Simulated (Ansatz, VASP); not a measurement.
## One calculation of BaO, two programs

The input INCAR:

```
PREC = Accurate ; ENCUT = 600
EDIFF = 1E-6 ; ISMEAR = 0
SIGMA = 0.01 ; LREAL = False
LASPH = True ; NELM = 120
ALGO = Normal ; ISIF = 2
LWAVE = False ; LCHARG = False
GGA = PS ; NBANDS = 15
GGA_COMPAT = False
```

The input KPOINTS:

```
regular mesh
0
Gamma
  8 8 8
```

Contents of POSCAR:

```
BaO
1.0
    0.0000000000      2.7500000000      2.7500000000
    2.7500000000      0.0000000000      2.7500000000
    2.7500000000      2.7500000000      0.0000000000
Ba O
1 1
Direct
    0.0000000000      0.0000000000      0.0000000000
    0.5000000000      0.5000000000      0.5000000000
```

Input for Ansatz:

```yaml
crystal:
  lattice:
    - [0.0, 2.75, 2.75]
    - [2.75, 0.0, 2.75]
    - [2.75, 2.75, 0.0]
  atoms:
    - { symbol: Ba, position: [0.0, 0.0, 0.0] }
    - { symbol: O, position: [0.5, 0.5, 0.5] }
basis:
  ecutwfc: 550.0
kpoints:
  mp_grid:
    grid: [8, 8, 8]
  band_path:
    path:
      - [0.375, 0.375, 0.75]
      - [0.0, 0.0, 0.0]
      - [0.5, 0.5, 0.5]
      - [0.5, 0.25, 0.75]
      - [0.5, 0.0, 0.5]
    npoints: 10
hamiltonian:
  xc: pbesol
scf:
  n_extra_bands: 6
  occupations:
    method: fixed
```

Alike in both runs: task single point; functional PBEsol; k mesh 8 × 8 × 8; no spin polarisation.

```csv
,VASP,Ansatz
version,VASP 6.6.1,Ansatz 0.2.0
potentials or method,"VASP PAW PBE potentials, release 64 (Ba_sv, O), cutoff 600 eV","plane waves, PAW"
occupations,"gaussian, width 0.01 eV",fixed
valence electrons in the cell,16,16
```

Ansatz gave:

| Quantity | Value |
| --- | --- |
| gap on the k mesh at the Fermi level (eV) | 1.86 |

Problem. Estimate VASP's values.

Solution. gap on the k mesh at the Fermi level (eV): 1.79.

VASP's potentials were made for PBE, not for PBEsol.

Spin-orbit coupling is off throughout.
